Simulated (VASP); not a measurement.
A run of VASP 6.6.1 is set up as follows.

INCAR

```
SYSTEM = BaTiO3
ALGO     = Normal         ! electronic algorithm
EDIFF    = 1E-6           ! SCF threshold, eV
ENCUT    = 520            ! plane-wave cutoff, eV
GGA      = PS             ! functional
ISIF     = 2              ! what is computed and relaxed
ISMEAR   = -1             ! smearing method
LASPH    = .True.         ! aspherical terms in the spheres
LCHARG   = .True.         ! write CHGCAR
LELF     = .True.         ! ELF
LREAL    = .False.        ! projectors in reciprocal space
LVHAR    = .True.       
LWAVE    = .False.        ! write WAVECAR
NBANDS   = 28             ! bands
NELM     = 100            ! most SCF steps
PREC     = Accurate       ! precision mode
SIGMA    = 0.05           ! smearing width, eV
```

File KPOINTS:

```
k-points
0
Gamma
  6 6 6
  0 0 0
```

File POSCAR:

```
BaTiO3
1.0
    2.7708192762      1.5997332550      2.3183934932
   -2.7708192762      1.5997332550      2.3183934932
    0.0000000000     -3.1994665100      2.3183934932
Ba Ti O
1 1 3
Direct
    0.0000000000      0.0000000000      0.0000000000
    0.4845000000      0.4845000000      0.4845000000
    0.5086000000      0.0175000000      0.5086000000
    0.0175000000      0.5086000000      0.5086000000
    0.5086000000      0.5086000000      0.0175000000
```

Potentials or basis: VASP PAW PBE potentials, release 64 (Ba_sv, Ti_sv, O).

Command:

```console
$ cat potpaw_PBE.64/Ba_sv/POTCAR potpaw_PBE.64/Ti_sv/POTCAR potpaw_PBE.64/O/POTCAR > POTCAR
$ mpirun -np 1 vasp_std > vasp.out
```

(1) What does it give for the largest force?

(2) Estimate the band gap on the k mesh.

Results:

(1) 0.547 eV/Å.

(2) 2.43 eV, indirect (least direct gap 2.75 eV).

Caveat: the PAW data sets were made with another functional, which shifts forces and pressure a little; spin-orbit coupling is left out, which moves the levels of the heavy elements.
